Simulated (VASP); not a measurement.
Write the native input for VASP 6.6.1 that does the following.

```yaml
Task: single point
Functional: PBE
Potentials_or_basis: VASP PAW PBE potentials, release 64 (O)
Cutoff: 520 eV
k_mesh: 10 × 10 × 10
Occupations: fermi-dirac, width 0.02 eV
Spin: no spin polarisation
Dipole_correction: no
Further_INCAR_settings: ALGO = Normal; EDIFF = 1e-07; NBANDS = 13
```

The structure of O lies in POSCAR:

```
O
1.0
    1.4137960563      0.8162555336      3.3854248141
   -1.4137960563      0.8162555336      3.3854248141
    0.0000000000     -1.6325110673      3.3854248141
O
2
Direct
    0.0577000000      0.0577000000      0.0577000000
    0.9423000000      0.9423000000      0.9423000000
```

The input as run:

INCAR

```
  PREC = Accurate
  ENCUT = 520
  EDIFF = 1E-7
  ISMEAR = -1
  SIGMA = 0.02
  LREAL = False
  LASPH = True
  NELM = 60
  ALGO = Normal
  ISIF = 2
  LWAVE = False
  LCHARG = False
  GGA = PE
  NBANDS = 13
```

KPOINTS

```
regular mesh
0
Gamma
  10 10 10
```

Potentials or basis: VASP PAW PBE potentials, release 64 (O).

The run is started by

```bash
$ cat potpaw_PBE.64/O/POTCAR > POTCAR
$ mpirun -np 1 vasp_std > vasp.out
```

It gave:

- Pressure: 12.0 GPa
- Largest force: 5.120 eV/Å
- Band gap on the k mesh: zero (bands 6 and 7 overlap by 1.34 eV)

Caveat: the standard files for N, O and F lose accuracy on very short bonds; spin is off for a triplet molecule; the stress differs along the axes, from -6 to 48 GPa; this functional lacks dispersion, which holds the molecules together, so the pressure and a relaxed volume are unreliable; forces of over 1 eV/Å act on the atoms, so gaps and moduli don't describe the material at rest.

Wall time 53 s on 1 thread of Intel Xeon 8259CL (shared host), peak memory 0.16 GiB.
